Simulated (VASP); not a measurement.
A run of VASP 6.6.1:

The input INCAR:

```
ALGO = Normal
EDIFF = 1E-7
ENCUT = 520
GGA = RP
ISIF = 2
ISMEAR = -1
IVDW = 13
LASPH = True
LCHARG = True
LELF = True
LREAL = False
LVHAR = True
LWAVE = False
NBANDS = 21
NELM = 60
PREC = Accurate
SIGMA = 0.05
```

File KPOINTS:

```
k-points
0
Gamma
  9 9 9
```

Contents of POSCAR:

```
GeW
1.0
    0.0000000000      2.5518066048      2.5518066048
    2.5518066048      0.0000000000      2.5518066048
    2.5518066048      2.5518066048      0.0000000000
Ge W
1 1
Direct
    0.5000000000      0.5000000000      0.5000000000
    0.0000000000      0.0000000000      0.0000000000
```

Potentials or basis: VASP PAW PBE potentials, release 64 (Ge_d, W_sv).

Launch:

```sh
$ cat potpaw_PBE.64/Ge_d/POTCAR potpaw_PBE.64/W_sv/POTCAR > POTCAR
$ mpirun -np 1 vasp_std > vasp.out
```

Hardware: 1 thread of AMD EPYC 9R45 96-Core Processor (Zen 5) (shared host).

Task: Estimate the wall time of this run.

Result: Wall time 18 s on 1 thread of AMD EPYC 9R45 96-Core Processor (Zen 5) (shared host), peak memory 0.14 GiB. Counts: scf iterations 14, k points 35.
